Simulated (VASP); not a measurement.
# Tl (Pm-3m) in VASP: notebook, part 2 of 2

VASP 6.6.1. Earlier steps stand in the parts before.

## Step 4: Single point, LDA (volume scaled by 0.92)

Input file INCAR:

```
  ALGO = Normal
  EDIFF = 1E-7
  ENCUT = 520
  ISIF = 2
  ISMEAR = -1
  LASPH = True
  LCHARG = True
  LELF = True
  LREAL = False
  LVHAR = True
  LWAVE = False
  NBANDS = 12
  NELM = 60
  PREC = Accurate
  SIGMA = 0.1
```

Input file KPOINTS:

```
k-points
0
Gamma
  12 12 12
```

Input file POSCAR:

```
Tl
1.0
    2.9996721482      0.0000000000      0.0000000000
    0.0000000000      2.9996721482      0.0000000000
    0.0000000000      0.0000000000      2.9996721482
Tl
1
Direct
    0.0000000000      0.0000000000      0.0000000000
```

Potentials or basis: VASP PAW LDA potentials, release 64 (Tl_d).

Started as:

```sh
$ cat potpaw_LDA.64/Tl_d/POTCAR > POTCAR
$ mpirun -np 1 vasp_std > vasp.out
```

OUTCAR:

```text
EDIFF = 1E-7
   ENCUT = 520
   ISIF = 2
   ISMEAR = -1
   LASPH = True
   LREAL = False
   NELM = 60
   PREC = Accurate

 ion  position               nearest neighbor table
   1  0.000  0.000  0.000-

  LATTYP: Found a simple cubic cell.
 ALAT       =     2.9996721482

  Lattice vectors:

 A1 = (   2.9996721482,   0.0000000000,   0.0000000000)
 A2 = (   0.0000000000,   2.9996721482,   0.0000000000)
 A3 = (   0.0000000000,   0.0000000000,   2.9996721482)

Analysis of symmetry for initial positions (statically):
=====================================================================
 Subroutine PRICEL returns:
 Original cell was already a primitive cell.

 Routine SETGRP: Setting up the symmetry group for a
 simple cubic supercell.

 Subroutine GETGRP returns: Found 48 space group operations
 (whereof 48 operations were pure point group operations)
 out of a pool of 48 trial point group operations.

The static configuration has the point symmetry O_h .

Analysis of symmetry for dynamics (positions and initial velocities):
=====================================================================
 Subroutine PRICEL returns:
 Original cell was already a primitive cell.

 Routine SETGRP: Setting up the symmetry group for a
 simple cubic supercell.

 Subroutine GETGRP returns: Found 48 space group operations
 (whereof 48 operations were pure point group operations)
 out of a pool of 48 trial point group operations.

The dynamic configuration has the point symmetry O_h .

 Subroutine INISYM returns: Found 48 space group operations
 (whereof 48 operations are pure point group operations),
 and found     1 'primitive' translations

----------------------------------------------------------------------------------------

                                     Primitive cell

  volume of cell :      26.9911

  direct lattice vectors                    reciprocal lattice vectors
     2.999672148  0.000000000  0.000000000     0.333369765  0.000000000  0.000000000
     0.000000000  2.999672148  0.000000000     0.000000000  0.333369765  0.000000000
     0.000000000  0.000000000  2.999672148     0.000000000  0.000000000  0.333369765

  length of vectors
     2.999672148  2.999672148  2.999672148     0.333369765  0.333369765  0.333369765

  position of ions in fractional coordinates (direct lattice)
     0.000000000  0.000000000  0.000000000

  ion indices of the primitive-cell ions
   primitive index   ion index
                 1           1

----------------------------------------------------------------------------------------

 KPOINTS: k-points

Automatic generation of k-mesh.
 Grid dimensions read from file:
 generate k-points for:   12   12   12

 Generating k-lattice:

  Cartesian coordinates                     Fractional coordinates (reciprocal lattice)
     0.027780814  0.000000000  0.000000000     0.083333333  0.000000000  0.000000000
     0.000000000  0.027780814  0.000000000     0.000000000  0.083333333  0.000000000
     0.000000000  0.000000000  0.027780814     0.000000000  0.000000000  0.083333333

  Length of vectors
     0.027780814  0.027780814  0.027780814

  Shift w.r.t. Gamma in fractional coordinates (k-lattice)
     0.000000000  0.000000000  0.000000000

 Subroutine IBZKPT returns following result:
 ===========================================

 Found     84 irreducible k-points:

 Following reciprocal coordinates:
            Coordinates               Weight
  0.000000  0.000000  0.000000      1.000000
  0.083333  0.000000  0.000000      6.000000
  0.166667  0.000000  0.000000      6.000000
  0.250000  0.000000  0.000000      6.000000
  0.333333  0.000000  0.000000      6.000000
  0.416667  0.000000  0.000000      6.000000
[... 16 lines left out ...]
  0.333333  0.333333  0.000000     12.000000
  0.416667  0.333333  0.000000     24.000000
 [... further k-points ...]
   k-points           NKPTS =     84   k-points in BZ     NKDIM =     84   number of bands    NBANDS=     12
   number of dos      NEDOS =    301   number of ions     NIONS =      1
   total plane-waves  NPLWV =  13824
   dimension x,y,z NGX =    24 NGY =   24 NGZ =   24
   dimension x,y,z NGXF=    48 NGYF=   48 NGZF=   48
   ions per type =               1
   NGX,Y,Z   is equivalent  to a cutoff of  13.30, 13.30, 13.30 a.u.
   NGXF,Y,Z  is equivalent  to a cutoff of  26.60, 26.60, 26.60 a.u.
 SYSTEM =  unknown system
   PREC   = accura    normal or accurate (medium, high low for compatibility)
   ISTART =      0    job   : 0-new  1-cont  2-samecut
   ICHARG =      2    charge: 1-file 2-atom 10-const
   ISPIN  =      1    spin polarized calculation?
   LNONCOLLINEAR =      F non collinear calculations
   LSORBIT =      F    spin-orbit coupling
   LASPH  =      T    aspherical Exc in radial PAW
   ENCUT  =  520.0 eV  38.22 Ry    6.18 a.u.   5.58  5.58  5.58*2*pi/ulx,y,z
   NELM   =     60;   NELMIN=  2; NELMDL= -5     # of ELM steps
   EDIFF  = 0.1E-06   stopping-criterion for ELM
   LREAL  =      F    real-space projection
   EDIFFG = 0.1E-05   stopping-criterion for IOM
   NSW    =      0    number of steps for IOM
   IBRION =     -1    ionic relax: 0-MD 1-quasi-New 2-CG
   NFREE  =      0    steps in history (QN), initial steepest desc. (CG)
   ISIF   =      2    stress and relaxation
   ISYM   =      2    0-nonsym 1-usesym 2-fastsym
   POTIM  = 0.5000    time-step for ionic-motion
   TEBEG  =    0.0;   TEEND  =   0.0 temperature during run
   PSTRESS=    0.0 pullay stress
   NELECT =      13.0000    total number of electrons
   NUPDOWN=      -1.0000    fix difference up-down
   EMIN   =  10.00;   EMAX   =-10.00  energy-range for DOS
   EFERMI =   0.00;   METHOD = LEGACY
   ISMEAR =    -1;   SIGMA  =   0.10  broadening in eV -4-tet -1-fermi 0-gaus
   EFERMI_NEDOS =   21; number of points for ismear=-14 and -15
   IALGO  =     38    algorithm
   IMIX   =      4    mixing-type and parameters
     AMIX     =   0.40;   BMIX     =  1.00
     AMIX_MAG =   1.60;   BMIX_MAG =  1.00
  volume/ion in A,a.u.               =      26.99       182.15
  Fermi-wavevector in a.u.,A,eV,Ry     =   1.283262  2.425014 22.405565  1.646763
  Thomas-Fermi vector in A             =   2.415526
   LORBIT       =      0    0 simple, 1 ext, 2 COOP (PROOUT), +10 PAW based schemes
   GGA     = CA    functional components
   LHFCALC =     F    Hartree Fock is set to
   AEXX    =    0.0000 exact exchange contribution
   IVDW    =     0    specifies the selected vdW correction
   LEPSILON=     F    determine dielectric tensor
   LRPA    =     F    only Hartree local field effects (RPA)
 non-spin polarized calculation
  energy-cutoff  :      520.00
  volume of cell :       26.99
 maximum number of plane-waves:       743
 NGX is ok and might be reduce to    24
   NGX = 11   NGY = 11   NGZ = 11

 number of electron      13.0000004 magnetization

 Free energy of the ion-electron system (eV)
  ---------------------------------------------------
  ext. energy  EPLUGINS =         0.00000000
  ---------------------------------------------------
  free energy    TOTEN  =        -2.77849921 eV

  energy without entropy =       -2.76439980  energy(sigma->0) =       -2.77144950

 E-fermi :   6.9326     XC(G=0): -10.7002

 val. band max:        6.8973904874   @ k =   0.3333   0.1667   0.0833
 cond. band min:       7.1337353394   @ k =   0.5000   0.4167   0.2500
 fundamental gap:      0.2363448520
 Fermi energy:         6.9325976060

 k-point     1 :       0.0000    0.0000    0.0000
  band No.  band energies     occupation
      1      -5.7402      2.00000
      2      -5.7402      2.00000
      3      -4.1871      2.00000
      4      -4.1871      2.00000
      5      -4.1871      2.00000
      6      -3.8346      2.00000
      7      14.4899      0.00000
      8      14.4899      0.00000
      9      14.4899      0.00000
     10      18.1731      0.00000
     11      19.6925      0.00000
     12      19.6925      0.00000
[... 331 lines left out ...]
 k-point    24 :       0.4167    0.3333    0.0000
  band No.  band energies     occupation
      1      -5.3475      2.00000
      2      -5.1876      2.00000
      3      -4.5658      2.00000
      4      -4.4770      2.00000
      5      -4.1690      2.00000
      6       1.4615      2.00000
      7       6.1750      1.99898
      8       9.0654      0.00000
      9      14.1503      0.00000
     10      20.3001      0.00000
     11      20.8622      0.00000
     12      22.5913      0.00000

 [... further k-points ...]

------------------------ aborting loop because EDIFF is reached ----------------------------------------

  FORCE on cell =-STRESS in cart. coord.  units (eV):
  Direction    XX          YY          ZZ          XY          YZ          ZX
  --------------------------------------------------------------------------------------
  -------------------------------------------------------------------------------------
  Total        0.6942181      0.6942181      0.6942181      0.0000000      0.0000000      0.0000000
  in kB       41.2083403     41.2083403     41.2083403      0.0000000      0.0000000      0.0000000
  external PRESSURE =      41.2083403 kB  Pullay stress =       0.0000000 kB

 VOLUME and BASIS-vectors are now :
 -----------------------------------------------------------------------------
  energy-cutoff  :      520.00
  volume of cell :       26.99
      direct lattice vectors                 reciprocal lattice vectors
     2.999672148  0.000000000  0.000000000     0.333369765  0.000000000  0.000000000
     0.000000000  2.999672148  0.000000000     0.000000000  0.333369765  0.000000000
     0.000000000  0.000000000  2.999672148     0.000000000  0.000000000  0.333369765

 POSITION                                       TOTAL-FORCE (eV/Angst)
 -----------------------------------------------------------------------------------
      0.00000      0.00000      0.00000         0.000000      0.000000      0.000000
 -----------------------------------------------------------------------------------
    total drift:                                0.000000     -0.000000      0.000000

  FREE ENERGIE OF THE ION-ELECTRON SYSTEM (eV)
  ---------------------------------------------------
  free  energy   TOTEN  =        -2.7784992084 eV

  energy  without entropy=       -2.7643997961  energy(sigma->0) =       -2.77144950
```

It took 7 s on 1 thread of Intel Xeon Platinum 8488C (Sapphire Rapids), shared host; peak memory 0.14 GiB.

What came out:

| Quantity | Value |
| --- | --- |
| Free energy | -2.7785 eV |
| Pressure | 4.1 GPa |

Levels at points of the mesh, in eV from the Fermi level:
```tsv
k point	band 3	band 4	band 5	band 6	band 7	band 8	band 9	band 10
(0.00, 0.00, 0.00)	-11.12	-11.12	-11.12	-10.77	7.56	7.56	7.56	11.24
(0.50, 0.00, 0.00)	-11.58	-11.58	-11.08	-6.43	-3.71	11.02	11.02	12.21
(0.50, 0.50, 0.00)	-11.51	-11.51	-10.67	-2.89	-0.75	-0.75	5.05	14.97
(0.50, 0.50, 0.50)	-12.18	-10.64	-10.64	0.94	2.20	2.20	2.20	7.12
```

Caveat: spin-orbit coupling is left out, which moves the levels of the heavy elements.

## Step 5: Single point, LDA (volume scaled by 0.96)

Input file INCAR:

```
  PREC = Accurate
  ENCUT = 520
  EDIFF = 1E-7
  ISMEAR = -1
  SIGMA = 0.1
  LREAL = F
  LASPH = T
  NELM = 60
  ALGO = Normal
  ISIF = 2
  LWAVE = F
  LCHARG = T
  GGA = CA
  LELF = T
  LVHAR = T
  NBANDS = 12
```

Input file KPOINTS:

```
Automatic mesh
0
Gamma
  12 12 12
```

Input file POSCAR:

```
Tl
1.0
    3.0425303978      0.0000000000      0.0000000000
    0.0000000000      3.0425303978      0.0000000000
    0.0000000000      0.0000000000      3.0425303978
Tl
1
Direct
    0.0000000000      0.0000000000      0.0000000000
```

Started as:

```sh
$ cat potpaw_LDA.64/Tl_d/POTCAR > POTCAR
$ mpirun -np 1 vasp_std > vasp.out
```

It took 7.3 s on 1 thread of Intel Xeon Platinum 8488C (Sapphire Rapids), shared host; peak memory 0.14 GiB.

Results (log left out):

```
Free energy : -2.8009 eV
Pressure    : 1.9 GPa
```

Levels at points of the mesh, in eV from the Fermi level:
```csv
k point,band 2,band 3,band 4,band 5,band 6,band 7,band 8,band 9,band 10,band 11
"(0.00, 0.00, 0.00)",-12.53,-11.12,-11.12,-11.12,-10.47,7.36,7.36,7.36,10.87,12.40
"(0.50, 0.00, 0.00)",-11.86,-11.53,-11.53,-11.08,-6.43,-3.51,10.64,10.64,12.13,12.56
"(0.50, 0.50, 0.00)",-12.11,-11.47,-11.47,-10.71,-3.07,-0.68,-0.68,4.96,14.77,14.77
"(0.50, 0.50, 0.50)",-12.07,-12.07,-10.68,-10.68,0.52,2.13,2.13,2.13,7.14,8.56
```

Caveat: spin-orbit coupling is left out, which moves the levels of the heavy elements.

## Step 6: Summary

```tsv
cell	k mesh	gap on the mesh (eV)	pressure (GPa)
a = 3.084 Å, 1 atom	10 × 10 × 10	none	0.1
a = 2.956 Å, 1 atom	12 × 12 × 12	none	6.9
a = 3.000 Å, 1 atom	12 × 12 × 12	none	4.1
a = 3.043 Å, 1 atom	12 × 12 × 12	none	1.9
```

Alike in all rows: task single point; level LDA; potentials or basis VASP PAW LDA potentials, release 64 (Tl_d); no spin polarisation; cutoff (eV) 520; smearing fermi-dirac 0.1 eV.

Caveats: spin-orbit coupling is left out, which moves the levels of the heavy elements.

Absolute energies hang on the potentials; compare differences alone.
